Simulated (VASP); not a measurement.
# W in VASP: further runs

Runs on W. Level: PBE. Tasks: single point.

Program: VASP 6.6.1. These are calculated values, not measurements. Logs are shortened: lines on timing, memory, paths and dates and some standing lists are left out, and cuts for length are marked.

### Step 1. The cell of the first run

Symmetry: I4/mmm, No. 139, tetragonal system. The conventional cell has a = 2.874 Å, b = 2.874 Å, c = 4.187 Å, α = 90.00°, β = 90.00°, γ = 90.00°. W (site symmetry 4/mmm) has 12 W at 2.87 to 2.92 Å within 3.8 Å.

### Step 2. Single point, PBE (strained)

INCAR

```
SYSTEM = W
ALGO = Fast
EDIFF = 1E-6
ENCUT = 520
GGA = PE
ISIF = 2
ISMEAR = 0
LASPH = .TRUE.
LCHARG = .FALSE.
LREAL = .FALSE.
LWAVE = .FALSE.
NBANDS = 13
NELM = 100
PREC = Accurate
SIGMA = 0.1
```

KPOINTS

```
k-points
0
G
  16 16 16
  0 0 0
```

POSCAR

```
W
1.0
    0.0000000000      2.0324157000      2.0324157000
    2.0933157000      0.0000000000      2.0324157000
    2.0933157000      2.0324157000      0.0000000000
W
1
Direct
    0.0000000000      0.0000000000      0.0000000000
```

Potentials or basis: VASP PAW PBE potentials, release 64 (W_sv).

Started as:

```
$ cat potpaw_PBE.64/W_sv/POTCAR > POTCAR
$ mpirun -np 1 vasp_std > vasp.out
```

OUTCAR:

```text
SYSTEM = W
   EDIFF = 1E-6
   ENCUT = 520
   GGA = PE
   ISIF = 2
   ISMEAR = 0
   LASPH = .TRUE.
   LREAL = .FALSE.
   NELM = 100
   PREC = Accurate

 ion  position               nearest neighbor table
   1  0.000  0.000  0.000-

  LATTYP: Found a body centered tetragonal cell.
 ALAT       =     2.8742698473
 C/A-ratio  =     1.4565895418

  Lattice vectors:

 A1 = (   2.0933157000,   0.0000000000,   2.0324157000)
 A2 = (   2.0933157000,   0.0000000000,  -2.0324157000)
 A3 = (  -2.0933157000,   2.0324157000,   0.0000000000)

Analysis of symmetry for initial positions (statically):
=====================================================================
 Subroutine PRICEL returns:
 Original cell was already a primitive cell.

 Routine SETGRP: Setting up the symmetry group for a
 body centered tetragonal supercell.

 Subroutine GETGRP returns: Found 16 space group operations
 (whereof 16 operations were pure point group operations)
 out of a pool of 16 trial point group operations.

The static configuration has the point symmetry D_4h.

Analysis of symmetry for dynamics (positions and initial velocities):
=====================================================================
 Subroutine PRICEL returns:
 Original cell was already a primitive cell.

 Routine SETGRP: Setting up the symmetry group for a
 body centered tetragonal supercell.

 Subroutine GETGRP returns: Found 16 space group operations
 (whereof 16 operations were pure point group operations)
 out of a pool of 16 trial point group operations.

The dynamic configuration has the point symmetry D_4h.

 Subroutine INISYM returns: Found 16 space group operations
 (whereof 16 operations are pure point group operations),
 and found     1 'primitive' translations

----------------------------------------------------------------------------------------

                                     Primitive cell

  volume of cell :      17.2938

  direct lattice vectors                    reciprocal lattice vectors
     0.000000000  2.032415700  2.032415700    -0.238855515  0.246012664  0.246012664
     2.093315700  0.000000000  2.032415700     0.238855515 -0.246012664  0.246012664
     2.093315700  2.032415700  0.000000000     0.238855515  0.246012664 -0.246012664

  length of vectors
     2.874269847  2.917650458  2.917650458     0.422014714  0.422014714  0.422014714

  position of ions in fractional coordinates (direct lattice)
     0.000000000  0.000000000  0.000000000
[... 79 lines left out ...]
   NSW    =      0    number of steps for IOM
   IBRION =     -1    ionic relax: 0-MD 1-quasi-New 2-CG
   NFREE  =      0    steps in history (QN), initial steepest desc. (CG)
   ISIF   =      2    stress and relaxation
   ISYM   =      2    0-nonsym 1-usesym 2-fastsym
   POTIM  = 0.5000    time-step for ionic-motion
   TEBEG  =    0.0;   TEEND  =   0.0 temperature during run
   PSTRESS=    0.0 pullay stress
   NELECT =      14.0000    total number of electrons
   NUPDOWN=      -1.0000    fix difference up-down
   EMIN   =  10.00;   EMAX   =-10.00  energy-range for DOS
   EFERMI =   0.00;   METHOD = LEGACY
   ISMEAR =     0;   SIGMA  =   0.10  broadening in eV -4-tet -1-fermi 0-gaus
   EFERMI_NEDOS =   21; number of points for ismear=-14 and -15
   IALGO  =     68    algorithm
   IMIX   =      4    mixing-type and parameters
     AMIX     =   0.40;   BMIX     =  1.00
     AMIX_MAG =   1.60;   BMIX_MAG =  1.00
  volume/ion in A,a.u.               =      17.29       116.70
  Fermi-wavevector in a.u.,A,eV,Ry     =   1.525765  2.883277 31.673792  2.327958
  Thomas-Fermi vector in A             =   2.633890
   LORBIT       =      0    0 simple, 1 ext, 2 COOP (PROOUT), +10 PAW based schemes
   GGA     = PE    functional components
   LHFCALC =     F    Hartree Fock is set to
   AEXX    =    0.0000 exact exchange contribution
   IVDW    =     0    specifies the selected vdW correction
   LEPSILON=     F    determine dielectric tensor
   LRPA    =     F    only Hartree local field effects (RPA)
 non-spin polarized calculation
 RMM-DIIS sequential band-by-band and
 Gauss-broadening in eV      SIGMA  =   0.10
  energy-cutoff  :      520.00
  volume of cell :       17.29
 maximum number of plane-waves:       489
 NGX is ok and might be reduce to    24
   NGX = 11   NGY = 11   NGZ = 11

 number of electron      14.0000000 magnetization

 Free energy of the ion-electron system (eV)
  ---------------------------------------------------
  ext. energy  EPLUGINS =         0.00000000
  ---------------------------------------------------
  free energy    TOTEN  =       -12.44879725 eV

  energy without entropy =      -12.44201582  energy(sigma->0) =      -12.44540654

 E-fermi :   9.8242     XC(G=0): -13.1455

 val. band max:        9.8210692637   @ k =   0.1875  -0.4375   0.0625
 cond. band min:       9.8281770053   @ k =  -0.4375   0.1250   0.0625
 fundamental gap:      0.0071077416
 Fermi energy:         9.8241912462

 k-point     1 :       0.0000    0.0000    0.0000
  band No.  band energies     occupation
      1     -63.9941      2.00000
      2     -27.7012      2.00000
      3     -27.6762      2.00000
      4     -27.6762      2.00000
      5       1.0688      2.00000
      6       9.0409      2.00000
      7       9.4190      2.00000
      8       9.4190      2.00000
      9      11.8988      0.00000
     10      12.4534      0.00000
     11      22.5140      0.00000
     12      26.8761      0.00000
     13      27.7694      0.00000
[... 354 lines left out ...]
  band No.  band energies     occupation
      1     -63.9859      2.00000
      2     -27.7800      2.00000
      3     -27.7044      2.00000
      4     -27.6948      2.00000
      5       1.4894      2.00000
      6       8.8672      2.00000
      7       9.4646      2.00000
      8       9.6281      1.99445
      9      11.6546      0.00000
     10      12.3765      0.00000
     11      23.3362      0.00000
     12      26.0346      0.00000
     13      28.0369      0.00000

 [... further k-points ...]
[... 5 lines left out ...]
  --------------------------------------------------------------------------------------
  -------------------------------------------------------------------------------------
  Total       -0.8095715     -1.6402441     -1.6402441     -0.0000000      0.0000000     -0.0000000
  in kB      -75.0025439   -151.9599948   -151.9599948     -0.0000000      0.0000000     -0.0000000
  external PRESSURE =    -126.3075111 kB  Pullay stress =       0.0000000 kB

 VOLUME and BASIS-vectors are now :
 -----------------------------------------------------------------------------
  energy-cutoff  :      520.00
  volume of cell :       17.29
      direct lattice vectors                 reciprocal lattice vectors
     0.000000000  2.032415700  2.032415700    -0.238855515  0.246012664  0.246012664
     2.093315700  0.000000000  2.032415700     0.238855515 -0.246012664  0.246012664
     2.093315700  2.032415700  0.000000000     0.238855515  0.246012664 -0.246012664

 POSITION                                       TOTAL-FORCE (eV/Angst)
 -----------------------------------------------------------------------------------
      0.00000      0.00000      0.00000         0.000000     -0.000000      0.000000
 -----------------------------------------------------------------------------------
    total drift:                               -0.000000      0.000000      0.000000

  FREE ENERGIE OF THE ION-ELECTRON SYSTEM (eV)
  ---------------------------------------------------
  free  energy   TOTEN  =       -12.4487972471 eV

  energy  without entropy=      -12.4420158244  energy(sigma->0) =      -12.44540654
```

OSZICAR:

```text
N       E                     dE             d eps       ncg     rms          rms(c)
DAV:   1     0.846076562557E+02    0.84608E+02   -0.74760E+03  9106   0.121E+03
DAV:   2    -0.114326229851E+02   -0.96040E+02   -0.92513E+02 10109   0.314E+02
DAV:   3    -0.131164779098E+02   -0.16839E+01   -0.16736E+01 10109   0.400E+01
DAV:   4    -0.131244153136E+02   -0.79374E-02   -0.79370E-02 10079   0.303E+00
DAV:   5    -0.131244918499E+02   -0.76536E-04   -0.76537E-04 10209   0.281E-01    0.173E+01
RMM:   6    -0.125784669666E+02    0.54602E+00   -0.46956E-01  9792   0.633E+00    0.668E+00
RMM:   7    -0.124519689072E+02    0.12650E+00   -0.30194E-01  9831   0.506E+00    0.924E-01
RMM:   8    -0.124492031103E+02    0.27658E-02   -0.12791E-02 11171   0.117E+00    0.242E-01
RMM:   9    -0.124488230675E+02    0.38004E-03   -0.16470E-03 10850   0.470E-01    0.377E-02
RMM:  10    -0.124488037612E+02    0.19306E-04   -0.27746E-04 11294   0.194E-01    0.171E-02
RMM:  11    -0.124487972963E+02    0.64650E-05   -0.25021E-05 11676   0.635E-02    0.153E-03
RMM:  12    -0.124487972471E+02    0.49134E-07   -0.57771E-06  9813   0.283E-02
   1 F= -.12448797E+02 E0= -.12445407E+02  d E =-.678142E-02
```

It took 58 s on 1 thread of Intel Xeon Platinum 8488C (Sapphire Rapids), shared host; peak memory 0.2 GiB.

Results:

| Property | Result |
| --- | --- |
| Free energy | -12.4488 eV |
| Pressure | -12.6 GPa |
| Band gap on the k mesh | zero (band 7 reaches 12.75 eV, above the bottom of band 8 at 9.42 eV) |

Levels at points of the mesh, in eV from the Fermi level:
```
           k point  band 3  band 4  band 5  band 6  band 7  band 8  band 9  band 10  band 11  band 12
(0.00, 0.00, 0.00)  -37.50  -37.50   -8.76   -0.78   -0.41   -0.41    2.07     2.63    12.69    17.05
(0.50, 0.00, 0.00)  -37.67  -37.61   -5.36   -0.94   -0.53    0.46    4.53     4.76     9.50    12.29
(0.50, 0.50, 0.00)  -37.90  -37.86   -5.15   -4.25    2.93    4.57    5.10     5.54    10.92    11.32
(0.00, 0.50, 0.50)  -37.82  -37.82   -5.20   -4.20    2.37    4.65    5.29     5.29    11.53    11.57
```

Caveat: the cell differs from its parent crystal (strained); spin-orbit coupling is left out, which moves the levels of the heavy elements.

### Step 3. Single point, PBE (volume scaled by 0.88)

INCAR

```
SYSTEM = W
PREC     = Accurate       ! precision mode
ENCUT    = 520            ! plane-wave cutoff, eV
EDIFF    = 1E-6           ! SCF threshold, eV
ISMEAR   = 0              ! smearing method
SIGMA    = 0.1            ! smearing width, eV
LREAL    = .False.        ! projectors in reciprocal space
LASPH    = .True.         ! aspherical terms in the spheres
NELM     = 80             ! most SCF steps
ALGO     = Fast           ! electronic algorithm
ISIF     = 2              ! what is computed and relaxed
LWAVE    = .False.        ! write WAVECAR
LCHARG   = .False.        ! write CHGCAR
GGA      = PE             ! functional
NBANDS   = 13             ! bands
```

KPOINTS

```
Automatic mesh
0
Gamma
  18 18 18
  0 0 0
```

POSCAR

```
W
1.0
    0.0000000000      1.9342991814      1.9342991814
    1.9342991814      0.0000000000      1.9342991814
    1.9342991814      1.9342991814      0.0000000000
W
1
Direct
    0.0000000000      0.0000000000      0.0000000000
```

Potentials or basis: VASP PAW PBE potentials, release 64 (W_sv).

Started as:

```
$ cat potpaw_PBE.64/W_sv/POTCAR > POTCAR
$ mpirun -np 1 vasp_std > vasp.out
```

It took 14 s on 1 thread of Intel Xeon 6975P-C (Granite Rapids), shared host; peak memory 0.15 GiB.

The run converged. Its results:

* Free energy: -12.2055 eV
* Pressure: 48.0 GPa
* Band gap on the k mesh: zero (band 7 reaches 16.18 eV, above the bottom of band 8 at 11.56 eV)

Levels at points of the mesh, in eV from the Fermi level:
| k point | band 4 | band 5 | band 6 | band 7 | band 8 | band 9 | band 10 | band 11 |
| --- | --- | --- | --- | --- | --- | --- | --- | --- |
| (0.00, 0.00, 0.00) | -36.85 | -9.60 | -0.71 | -0.71 | -0.71 | 3.02 | 3.02 | 12.94 |
| (0.50, 0.00, 0.00) | -37.08 | -6.29 | -1.00 | -1.00 | 1.13 | 6.00 | 6.00 | 12.35 |
| (0.50, 0.50, 0.00) | -37.47 | -6.41 | -5.35 | 3.90 | 5.98 | 6.90 | 6.90 | 12.92 |

Caveat: spin-orbit coupling is left out, which moves the levels of the heavy elements.

### Step 4. Single point, PBE (volume scaled by 0.91)

INCAR

```
ALGO     = Normal         # electronic algorithm
EDIFF    = 1E-7           # SCF threshold, eV
ENCUT    = 520            # plane-wave cutoff, eV
GGA      = PE             # functional
ISIF     = 2              # what is computed and relaxed
ISMEAR   = 0              # smearing method
LASPH    = T              # aspherical terms in the spheres
LCHARG   = F              # write CHGCAR
LREAL    = F              # projectors in reciprocal space
LWAVE    = F              # write WAVECAR
NBANDS   = 13             # bands
NELM     = 80             # most SCF steps
PREC     = Accurate       # precision mode
SIGMA    = 0.1            # smearing width, eV
```

KPOINTS

```
k-points
0
Gamma
  18 18 18
```

POSCAR

```
W
1.0
    0.0000000000      1.9560346993      1.9560346993
    1.9560346993      0.0000000000      1.9560346993
    1.9560346993      1.9560346993      0.0000000000
W
1
Direct
    0.0000000000      0.0000000000      0.0000000000
```

Started as:

```
$ cat potpaw_PBE.64/W_sv/POTCAR > POTCAR
$ mpirun -np 1 vasp_std > vasp.out
```

It took 14 s on 1 thread of Intel Xeon 6975P-C (Granite Rapids), shared host; peak memory 0.16 GiB.

It converged, with:

| Item | Value |
| --- | --- |
| Free energy | -12.3303 eV |
| Pressure | 33.2 GPa |
| Band gap on the k mesh | zero (band 7 reaches 15.43 eV, above the bottom of band 8 at 11.12 eV) |

Levels at points of the mesh, in eV from the Fermi level:
| k point | band 3 | band 4 | band 5 | band 6 | band 7 | band 8 | band 9 | band 10 | band 11 | band 12 |
| --- | --- | --- | --- | --- | --- | --- | --- | --- | --- | --- |
| (0.00, 0.00, 0.00) | -36.97 | -36.97 | -9.44 | -0.66 | -0.66 | -0.66 | 2.90 | 2.90 | 12.91 | 18.60 |
| (0.50, 0.00, 0.00) | -37.18 | -37.18 | -6.10 | -0.93 | -0.93 | 0.98 | 5.74 | 5.74 | 11.77 | 12.58 |
| (0.50, 0.50, 0.00) | -37.53 | -37.53 | -6.15 | -5.11 | 3.65 | 5.71 | 6.59 | 6.59 | 12.59 | 12.59 |

Caveat: spin-orbit coupling is left out, which moves the levels of the heavy elements.

### Step 5. The runs side by side

| cell | k mesh | gap on the mesh (eV) | pressure (GPa) |
| --- | --- | --- | --- |
| a = 2.874, b = 2.918, c = 2.918 Å, angles 59.0, 60.5, 60.5°, 1 atom | 16 × 16 × 16 | none | -12.6 |
| a = 2.736 Å, angles 60.0°, 1 atom | 18 × 18 × 18 | none | 48.0 |
| a = 2.766 Å, angles 60.0°, 1 atom | 18 × 18 × 18 | none | 33.2 |

Alike in all rows: task single point; level PBE; potentials or basis VASP PAW PBE potentials, release 64 (W_sv); no spin polarisation; cutoff (eV) 520; smearing gaussian 0.1 eV.

Caveats: spin-orbit coupling is left out, which moves the levels of the heavy elements.

Total energies depend on the potentials used, so only differences within one code and one set of settings carry meaning.
